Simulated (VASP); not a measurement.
## W: single point with PBEsol

The system is W, a slab with vacuum.

```xyz
5
Lattice="2.8270 0.0000 0.0000 -1.4135 2.4483 0.0000 0.0000 0.0000 24.2330" Properties=species:S:1:pos:R:3 pbc="T T T"
W     1.4135    0.8161    7.5000
W     0.0000    1.6322    9.8082
W     0.0000    0.0000   12.1165
W     1.4135    0.8161   14.4247
W     0.0000    1.6322   16.7330
```

```
Program                : VASP 6.6.1
Task                   : single point
Functional             : PBEsol
Potentials or basis    : VASP PAW PBE potentials, release 64 (W_sv)
Cutoff                 : 520 eV
k mesh                 : 12 × 12 × 1
Occupations            : methfessel-paxton, width 0.2 eV
Spin                   : no spin polarisation
Dipole correction      : yes
Further INCAR settings : ALGO = Normal; EDIFF = 1e-06; NBANDS = 43
```

```
Largest force          : 0.245 eV/Å
Band gap on the k mesh : zero (bands 35 and 36 overlap by 1.42 eV)
```

Forces on the atoms (eV/Å):
```
W    0.000  0.000 -0.245
W    0.000  0.000  0.222
W    0.000  0.000  0.000
W    0.000  0.000 -0.222
W    0.000  0.000  0.245
```

Levels at points of the mesh, in eV from the Fermi level:
| k point | band 31 | band 32 | band 33 | band 34 | band 35 | band 36 | band 37 | band 38 | band 39 | band 40 |
| --- | --- | --- | --- | --- | --- | --- | --- | --- | --- | --- |
| (0.00, 0.00, 0.00) | -0.75 | -0.46 | -0.46 | -0.44 | -0.44 | -0.08 | -0.08 | -0.02 | -0.02 | 0.04 |
| (0.50, 0.00, 0.00) | -0.66 | -0.57 | -0.32 | 0.28 | 0.72 | 1.45 | 1.65 | 1.98 | 3.24 | 3.55 |

It took 3.2 min on 1 thread of AMD EPYC 9R45 (Zen 5), on a shared host, peak memory 0.31 GiB.

Caveat: the PAW data sets were made with another functional, which shifts forces and pressure a little; spin-orbit coupling is left out, which moves the levels of the heavy elements.
